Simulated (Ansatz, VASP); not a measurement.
# One calculation of Au, two programs

```
Au
1.0
     2.87909    0.00000    0.00000
    -1.43955    2.49337    0.00000
     0.00000    0.00000    4.63849
Au
2
Direct
  0.33333 0.66667 0.75000
  0.66667 0.33333 0.25000
```

Alike in both runs: functional LDA; k mesh 6 × 6 × 4; occupations gaussian, width 0.1 eV; no spin polarisation.

Ansatz relaxed the structure, and its values are those at the end. VASP's run is a single point on that final structure, the one shown.

```csv
,VASP,Ansatz
version,VASP 6.6.1,Ansatz 0.2.0
potentials or method,"VASP PAW LDA potentials, release 64 (Au), cutoff 500 eV","scalar-relativistic, plane waves, PAW"
valence electrons in the cell,22,38
```

|  | VASP | Ansatz | Ansatz less VASP |
| --- | --- | --- | --- |
| gap on the k mesh at the Fermi level (eV) | none | none | - |
| pressure (GPa) | 0.5 | 0.0 | -0.51 |

LDA's correlation is that of Perdew and Zunger in VASP and of Perdew and Wang (1992) in Ansatz. A gap of «none» marks a metal or a gap that the smearing closes. VASP's potentials hold 22 valence electrons a cell and Ansatz's 38, so a difference there can come from the potentials and not from the codes.

The k mesh is coarse, so the values compare programs but aren't converged. Spin-orbit coupling is off throughout.
